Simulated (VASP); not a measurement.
# GaAs in VASP: notebook, part 2 of 2

VASP 6.6.1.

### Step 3. Single point, PBE

The input, INCAR:

```
  PREC = Accurate
  ENCUT = 520
  EDIFF = 1E-6
  ISMEAR = 0
  SIGMA = 0.1
  LREAL = F
  LASPH = T
  NELM = 100
  ALGO = Normal
  ISIF = 2
  LWAVE = F
  LCHARG = F
  GGA = PE
  NBANDS = 16
```

The input, KPOINTS:

```
regular mesh
0
Gamma
  18 18 18
```

The input, POSCAR:

```
GaAs
1.0
    0.0000000000      2.6956317213      2.6956317213
    2.6956317213      0.0000000000      2.6956317213
    2.6956317213      2.6956317213      0.0000000000
Ga As
1 1
Direct
    0.5000000000      0.5000000000      0.5000000000
    0.0000000000      0.0000000000      0.0000000000
```

Potentials or basis: VASP PAW PBE potentials, release 64 (Ga_d, As).

The run is started by

```bash
$ cat potpaw_PBE.64/Ga_d/POTCAR potpaw_PBE.64/As/POTCAR > POTCAR
$ mpirun -np 1 vasp_std > vasp.out
```

OUTCAR:

```text
PREC = Accurate
   ENCUT = 520
   EDIFF = 1E-6
   ISMEAR = 0
   LREAL = F
   LASPH = T
   NELM = 100
   ISIF = 2
   GGA = PE

 ion  position               nearest neighbor table
   1  0.500  0.500  0.500-   2 2.70   2 2.70   2 2.70   2 2.70   2 2.70   2 2.70
   2  0.000  0.000  0.000-   1 2.70   1 2.70   1 2.70   1 2.70   1 2.70   1 2.70

  LATTYP: Found a face centered cubic cell.
 ALAT       =     5.3912634426

  Lattice vectors:

 A1 = (   0.0000000000,   2.6956317213,   2.6956317213)
 A2 = (   2.6956317213,   0.0000000000,   2.6956317213)
 A3 = (   2.6956317213,   2.6956317213,   0.0000000000)

Analysis of symmetry for initial positions (statically):
=====================================================================
 Subroutine PRICEL returns:
 Original cell was already a primitive cell.

 Routine SETGRP: Setting up the symmetry group for a
 face centered cubic supercell.

 Subroutine GETGRP returns: Found 48 space group operations
 (whereof 48 operations were pure point group operations)
 out of a pool of 48 trial point group operations.

The static configuration has the point symmetry O_h .

Analysis of symmetry for dynamics (positions and initial velocities):
=====================================================================
 Subroutine PRICEL returns:
 Original cell was already a primitive cell.

 Routine SETGRP: Setting up the symmetry group for a
 face centered cubic supercell.

 Subroutine GETGRP returns: Found 48 space group operations
 (whereof 48 operations were pure point group operations)
 out of a pool of 48 trial point group operations.

The dynamic configuration has the point symmetry O_h .

 Subroutine INISYM returns: Found 48 space group operations
 (whereof 48 operations are pure point group operations),
 and found     1 'primitive' translations

[... 109 lines left out ...]
   ISMEAR =     0;   SIGMA  =   0.10  broadening in eV -4-tet -1-fermi 0-gaus
   EFERMI_NEDOS =   21; number of points for ismear=-14 and -15
   IALGO  =     38    algorithm
   IMIX   =      4    mixing-type and parameters
     AMIX     =   0.40;   BMIX     =  1.00
     AMIX_MAG =   1.60;   BMIX_MAG =  1.00
  volume/ion in A,a.u.               =      19.59       132.18
  Fermi-wavevector in a.u.,A,eV,Ry     =   1.263267  2.387228 21.712765  1.595843
  Thomas-Fermi vector in A             =   2.396633
   LORBIT       =      0    0 simple, 1 ext, 2 COOP (PROOUT), +10 PAW based schemes
   GGA     = PE    functional components
   LHFCALC =     F    Hartree Fock is set to
   AEXX    =    0.0000 exact exchange contribution
   IVDW    =     0    specifies the selected vdW correction
   LEPSILON=     F    determine dielectric tensor
   LRPA    =     F    only Hartree local field effects (RPA)
 non-spin polarized calculation
 Gauss-broadening in eV      SIGMA  =   0.10
  energy-cutoff  :      520.00
  volume of cell :       39.18
 maximum number of plane-waves:      1067
   NGX = 15   NGY = 15   NGZ = 15

 number of electron      17.9999998 magnetization

 Free energy of the ion-electron system (eV)
  ---------------------------------------------------
  ext. energy  EPLUGINS =         0.00000000
  ---------------------------------------------------
  free energy    TOTEN  =        -7.63182837 eV

  energy without entropy =       -7.62536424  energy(sigma->0) =       -7.62859630

 E-fermi :   5.2053     XC(G=0): -10.6024

 val. band max:        5.1917109865   @ k =  -0.3333   0.1667   0.0000
 cond. band min:       5.2068848642   @ k =   0.1667   0.0556   0.0000
 fundamental gap:      0.0151738777
 Fermi energy:         5.2052646368

 k-point     1 :       0.0000    0.0000    0.0000
  band No.  band energies     occupation
      1      -9.5353      2.00000
      2      -9.5353      2.00000
      3      -9.5157      2.00000
      4      -9.5157      2.00000
      5      -9.5157      2.00000
      6      -7.8649      2.00000
[... 433 lines left out ...]
      3      -9.5179      2.00000
      4      -9.5038      2.00000
      5      -9.5011      2.00000
      6      -7.0794      2.00000
[... 8 lines left out ...]
     15      13.8610      0.00000
     16      15.1583      0.00000

 [... further k-points ...]

------------------------ aborting loop because EDIFF is reached ----------------------------------------

  FORCE on cell =-STRESS in cart. coord.  units (eV):
  Direction    XX          YY          ZZ          XY          YZ          ZX
  --------------------------------------------------------------------------------------
  -------------------------------------------------------------------------------------
  Total        0.0443608      0.0443608      0.0443608     -0.0000000     -0.0000000     -0.0000000
  in kB        1.8142543      1.8142543      1.8142543     -0.0000000     -0.0000000     -0.0000000
  external PRESSURE =       1.8142543 kB  Pullay stress =       0.0000000 kB

 VOLUME and BASIS-vectors are now :
 -----------------------------------------------------------------------------
  energy-cutoff  :      520.00
  volume of cell :       39.18
      direct lattice vectors                 reciprocal lattice vectors
     0.000000000  2.695631721  2.695631721    -0.185485278  0.185485278  0.185485278
     2.695631721  0.000000000  2.695631721     0.185485278 -0.185485278  0.185485278
     2.695631721  2.695631721  0.000000000     0.185485278  0.185485278 -0.185485278

 POSITION                                       TOTAL-FORCE (eV/Angst)
 -----------------------------------------------------------------------------------
      2.69563      2.69563      2.69563        -0.000000      0.000000      0.000000
      0.00000      0.00000      0.00000         0.000000     -0.000000     -0.000000
 -----------------------------------------------------------------------------------
    total drift:                                0.000000      0.000000      0.000000

  FREE ENERGIE OF THE ION-ELECTRON SYSTEM (eV)
  ---------------------------------------------------
  free  energy   TOTEN  =        -7.6318283693 eV

  energy  without entropy=       -7.6253642380  energy(sigma->0) =       -7.62859630
```

stdout:

```text
POSCAR found type information on POSCAR GaAs
 POSCAR found :  2 types and       2 ions
 scaLAPACK will be used
 LDA part: xc-table for (Slater+PW92), standard interpolation
 POSCAR, INCAR and KPOINTS ok, starting setup
 FFT: planning ... GRIDC
 FFT: planning ... GRID_SOFT
 FFT: planning ... GRID
 WAVECAR not read
 entering main loop
```

Run time: 68 s. Hardware: 1 thread of Intel Xeon 6975P-C, shared host; peak memory 0.26 GiB.

Results:

```yaml
Free_energy: -7.6318 eV
Pressure: 0.2 GPa
Band_gap_on_the_k_mesh: zero (band 9 reaches 5.84 eV, above the bottom of band 10 at 2.71 eV)
```

### Step 4. Relaxation of cell and atoms, PBE

The input, INCAR:

```
PREC     = Accurate       # precision mode
ENCUT    = 600            # plane-wave cutoff, eV
EDIFF    = 1E-6           # SCF threshold, eV
ISMEAR   = 0              # smearing method
SIGMA    = 0.1            # smearing width, eV
LREAL    = F              # projectors in reciprocal space
LASPH    = T              # aspherical terms in the spheres
NELM     = 60             # most SCF steps
ALGO     = Normal         # electronic algorithm
ISIF     = 3              # what is computed and relaxed
LWAVE    = F              # write WAVECAR
LCHARG   = F              # write CHGCAR
GGA      = PE             # functional
IBRION   = 2              # ionic algorithm
NSW      = 100            # ionic steps
EDIFFG   = -0.01          # ionic threshold
```

KPOINTS is that of step 3.

The input, POSCAR:

```
GaAs
1.0
    0.0000000000      2.6967298694      2.6967298694
    2.6967298694      0.0000000000      2.6967298694
    2.6967298694      2.6967298694      0.0000000000
Ga As
1 1
Direct
    0.5000000000      0.5000000000      0.5000000000
    0.0000000000      0.0000000000      0.0000000000
```

The run is started by

```bash
$ cat potpaw_PBE.64/Ga_d/POTCAR potpaw_PBE.64/As/POTCAR > POTCAR
$ mpirun -np 1 vasp_std > vasp.out
```

Run time: 64 s. Hardware: 1 thread of Intel Xeon 6975P-C, shared host; peak memory 0.28 GiB.

It converged, with:

```yaml
Free_energy: -7.6317 eV
Pressure_after_relaxing: 0.1 GPa
Band_gap_on_the_k_mesh: zero (band 9 reaches 5.82 eV, above the bottom of band 10 at 2.70 eV)
```

Final structure:
```yaml
crystal:
  lattice:
    - [0.00000, 2.69673, 2.69673]
    - [2.69673, 0.00000, 2.69673]
    - [2.69673, 2.69673, 0.00000]
  atoms:
    - { symbol: Ga, position: [0.50000, 0.50000, 0.50000] }
    - { symbol: As, position: [0.00000, 0.00000, 0.00000] }
```

Levels at points of the mesh, in eV from the Fermi level:
| k point | band 5 | band 6 | band 7 | band 8 | band 9 | band 10 | band 11 | band 12 | band 13 |
| --- | --- | --- | --- | --- | --- | --- | --- | --- | --- |
| (0.00, 0.00, 0.00) | -14.72 | -13.06 | -0.12 | 0.06 | 0.06 | 0.06 | 7.33 | 7.33 | 7.33 |
| (0.50, 0.00, 0.00) | -14.69 | -10.81 | -7.54 | 0.25 | 0.25 | 2.68 | 2.99 | 2.99 | 4.21 |
| (0.50, 0.50, 0.00) | -14.68 | -9.96 | -5.43 | -3.60 | -2.50 | -2.50 | 3.65 | 10.00 | 10.00 |

Caveat: the relaxation stopped at its first step, so nothing moved.

### Step 5. The runs side by side

| task | cell | k mesh | cutoff (eV) | gap on the mesh (eV) | pressure (GPa) |
| --- | --- | --- | --- | --- | --- |
| single point | a = 3.816 Å, angles 120.1, 120.1, 89.8°, 2 atoms | 6 × 6 × 6 | 520 | none | 0.1 |
| single point | a = 3.812 Å, angles 60.0°, 2 atoms | 18 × 18 × 18 | 520 | none | 0.2 |
| relaxation of cell and atoms | relaxed from a = 3.814 Å, angles 60.0°, 2 atoms | 18 × 18 × 18 | 600 | none | 0.1 |

Alike in all rows: level PBE; potentials or basis VASP PAW PBE potentials, release 64 (Ga_d, As); no spin polarisation; smearing gaussian 0.1 eV.

Caveats: some runs use coarse meshes; the relaxation stopped at its first step, so nothing moved (some runs).

Absolute energies hang on the potentials; compare differences alone.
